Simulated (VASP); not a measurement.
The system is LuPbBr5.

```xyz
7
Lattice="5.1448 0.0000 0.0000 0.0000 5.1448 0.0000 0.0000 0.0000 8.9643" Properties=species:S:1:pos:R:3 pbc="T T T"
Lu    0.0000    0.0000    4.4822
Pb    2.5724    2.5724    0.0000
Br    0.0000    0.0000    0.0000
Br    2.5724    0.0000    6.3179
Br    0.0000    2.5724    6.3179
Br    2.5724    0.0000    2.6464
Br    0.0000    2.5724    2.6464
```

| Quantity | Value |
| --- | --- |
| Program | VASP 6.6.1 |
| Task | relaxation of cell and atoms |
| Functional | PBEsol |
| Potentials or basis | VASP PAW PBE potentials, release 64 (Lu, Pb_d, Br) |
| Cutoff | 600 eV |
| k mesh | 4 × 4 × 2 |
| Occupations | fermi-dirac, width 0.03 eV |
| Spin | no spin polarisation |

At the start: pressure -6.9 GPa; volume 33.90 Å³/atom.

Task: How do energy, volume and symmetry change on relaxing?

Result: Over 7 steps the energy falls by 196.3 meV/atom and the volume is 26.86 Å³/atom (-20.8 %); space group P4/mmm (No. 123, to 0.1 Å) before and after.

Step by step:
```tsv
step	energy change (eV)	largest force (eV/Å)	pressure (GPa)	volume (Å³)
1	0.0000	0.6229	-6.88	237.28
2	-1.3641	0.1245	-0.71	190.74
3	-1.3716	0.0750	-0.03	187.96
4	-1.3712	0.0582	0.23	187.05
5	-1.3735	0.0352	-0.03	188.10
6	-1.3736	0.0291	-0.10	188.38
7	-1.3739	0.0039	0.00	188.03
```

Final structure:
```
CELL_PARAMETERS angstrom
4.78157 0.00000 0.00000
0.00000 4.78157 0.00000
0.00000 0.00000 8.22400
ATOMIC_POSITIONS crystal
Lu 0.00000 0.00000 0.50000
Pb 0.50000 0.50000 0.00000
Br 0.00000 0.00000 0.00000
Br 0.50000 0.00000 0.70045
Br 0.00000 0.50000 0.70045
Br 0.50000 0.00000 0.29955
Br 0.00000 0.50000 0.29955
```

Caveat: the volume moved by over 15 % at a fixed basis, so the end points are rough; the PAW data sets were made with another functional, which shifts forces and pressure a little.
